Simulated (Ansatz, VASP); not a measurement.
## One calculation of Si2Ni, two programs

INCAR

```
SYSTEM = Si2Ni
PREC = Accurate
ENCUT = 520
EDIFF = 1E-6
ISMEAR = 0
SIGMA = 0.15
LREAL = .False.
LASPH = .True.
NELM = 60
ALGO = Normal
ISIF = 2
LWAVE = .False.
LCHARG = .False.
GGA = PS
NBANDS = 16
```

Contents of KPOINTS:

```
regular mesh
0
Gamma
  16 16 16
  0 0 0
```

File POSCAR:

```
Si2Ni
1.0
    0.0000000000      2.5878766506      2.9113612320
    2.5878766506      0.0000000000      2.9113612320
    2.5878766506      2.5878766506      0.0000000000
Si Ni
2 1
Direct
    0.2500000000      0.2500000000      0.2500000000
    0.7500000000      0.7500000000      0.7500000000
    0.0000000000      0.0000000000      0.0000000000
```

Input for Ansatz:

```yaml
crystal:
  lattice:
    - [0.0, 2.5878766506, 2.911361232]
    - [2.5878766506, 0.0, 2.911361232]
    - [2.5878766506, 2.5878766506, 0.0]
  atoms:
    - { symbol: Si, position: [0.25, 0.25, 0.25] }
    - { symbol: Si, position: [0.75, 0.75, 0.75] }
    - { symbol: Ni, position: [0.0, 0.0, 0.0] }
basis:
  ecutwfc: 420
kpoints:
  mp_grid: { grid: [16, 16, 16] }
hamiltonian:
  xc: pbesol
scf:
  occupations: { method: gaussian, width: 0.15 }
output:
  forces: true
  stress: true
  eigenvalues: true
```

Change from the starting cell: strain -0.040 along x and y, +0.080 along z, atoms carried along.

Alike in both runs: task single point; functional PBEsol; k mesh 16 × 16 × 16; occupations gaussian, width 0.15 eV; no spin polarisation.

|  | VASP | Ansatz |
| --- | --- | --- |
| version | VASP 6.6.1 | Ansatz 0.2.0 |
| potentials or method | VASP PAW PBE potentials, release 64 (Si, Ni), cutoff 520 eV | scalar-relativistic, plane waves, PAW |
| valence electrons in the cell | 18 | 26 |

```csv
,VASP,Ansatz,Ansatz less VASP
gap on the k mesh at the Fermi level (eV),none,none,-
pressure (GPa),1.0,1.0,-0.05
"traceless stress, the component that is largest in VASP (GPa)",-5.84,-5.95,-0.104
```

VASP's potentials were made for PBE, not for PBEsol. A gap of «none» marks a metal or a gap that the smearing closes. VASP's potentials hold 18 valence electrons a cell and Ansatz's 26, so a difference there can come from the potentials and not from the codes.
